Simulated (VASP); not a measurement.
Crystal: TePb.

```
CELL_PARAMETERS angstrom
4.57146 0.00000 0.00000
-2.28573 3.95900 0.00000
0.00000 0.00000 7.95770
ATOMIC_POSITIONS crystal
Pb 0.00000 0.00000 0.00000
Pb 0.00000 0.00000 0.50000
Te 0.33333 0.66667 0.25000
Te 0.66667 0.33333 0.75000
```

- Program: VASP 6.6.1
- Task: relaxation of cell and atoms
- Functional: PBEsol
- Potentials or basis: VASP PAW PBE potentials, release 64 (Pb_d, Te)
- Cutoff: 600 eV
- k mesh: 6 × 6 × 4
- Occupations: fermi-dirac, width 0.02 eV
- Spin: no spin polarisation

At the start: pressure -2.2 GPa; volume 36.01 Å³/atom.

Problem. How do energy, volume and symmetry change on relaxing?

Solution. Over 8 steps the energy falls by 15.2 meV/atom and the volume is 33.92 Å³/atom (-5.8 %); space group P6_3/mmc (No. 194, to 0.1 Å) before and after.

Step by step:
```
step  energy change (eV)  largest force (eV/Å)  pressure (GPa)  volume (Å³)
   1              0.0000                0.0000           -2.24       144.02
   2             -0.0565                0.0000            0.66       133.79
   3             -0.0606                0.0000            0.00       135.79
   4             -0.0606                0.0000           -0.05       135.95
   5             -0.0607                0.0000           -0.05       135.93
   6             -0.0608                0.0000           -0.05       135.85
   7             -0.0608                0.0000            0.06       135.52
   8             -0.0608                0.0000            0.00       135.69
```

Final structure:
```yaml
crystal:
  lattice:
    - [4.47748, 0.00000, 0.00000]
    - [-2.23874, 3.87761, 0.00000]
    - [0.00000, 0.00000, 7.81560]
  atoms:
    - { symbol: Pb, position: [0.00000, 0.00000, 0.00000] }
    - { symbol: Pb, position: [0.00000, 0.00000, 0.50000] }
    - { symbol: Te, position: [0.33333, 0.66667, 0.25000] }
    - { symbol: Te, position: [0.66667, 0.33333, 0.75000] }
```

Caveat: the PAW data sets were made with another functional, which shifts forces and pressure a little.
